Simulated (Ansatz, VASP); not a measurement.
# ZnO: VASP beside Ansatz

```
Zn O
1.0
     3.41187    0.00000    0.00000
    -1.70593    2.95476    0.00000
     0.00000    0.00000    5.20380
Zn O
2 2
Direct
  0.33333 0.66667 0.00000
  0.66667 0.33333 0.50000
  0.33333 0.66667 0.38210
  0.66667 0.33333 0.88210
```

Change from the starting cell: strain +0.050 along x and y, +0.000 along z, atoms carried along.

Alike in both runs: task single point; functional PBEsol; k mesh 9 × 9 × 6; occupations gaussian, width 0.05 eV; no spin polarisation.

|  | VASP | Ansatz |
| --- | --- | --- |
| version | VASP 6.6.1 | Ansatz 0.2.0 |
| potentials or method | VASP PAW PBE potentials, release 64 (Zn, O), cutoff 520 eV | scalar-relativistic, plane waves, PAW |
| valence electrons in the cell | 36 | 36 |

```csv
,VASP,Ansatz,Ansatz less VASP
gap on the k mesh at the Fermi level (eV),0.56,0.58,+0.020
least direct gap on the mesh (eV),0.56,0.58,+0.020
pressure (GPa),-11.4,-12.0,-0.62
"traceless stress, the component that is largest in VASP (GPa)",5.58,5.39,-0.193
rms of the force components (eV/Å),0.131,0.117,-0.0137
```

VASP's potentials were made for PBE, not for PBEsol. Atom by atom the forces differ by 0.014 eV/Å (rms over components).
